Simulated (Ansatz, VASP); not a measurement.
Hf in VASP and in Ansatz

```xyz
1
Lattice="-1.7734 1.7734 1.7734 1.7734 -1.7734 1.7734 1.7734 1.7734 -1.7734" Properties=species:S:1:pos:R:3 pbc="T T T"
Hf    0.0000    0.0000    0.0000
```

Alike in both runs: task single point; functional HSE06; k mesh 8 × 8 × 8; occupations gaussian, width 0.05 eV; no spin polarisation.

```csv
,VASP,Ansatz
version,VASP 6.6.1,Ansatz 0.2.0
potentials or method,"VASP PAW PBE potentials, release 64 (Hf_pv), cutoff 520 eV","scalar-relativistic, plane waves, PAW"
valence electrons in the cell,10,26
```

Ansatz gave:

```
gap on the k mesh at the Fermi level (eV) : none
pressure (GPa)                            : 0.8
```

Task: Estimate VASP's values.

Result: gap on the k mesh at the Fermi level (eV): none; pressure (GPa): -1.3.

A gap of «none» marks a metal or a gap that the smearing closes. VASP's potentials hold 10 valence electrons a cell and Ansatz's 26, so a difference there can come from the potentials and not from the codes. Ansatz's warnings: filled band counts differ across k points, stress exchange threshold loose, stress scf threshold loose.

Spin-orbit coupling is off throughout.
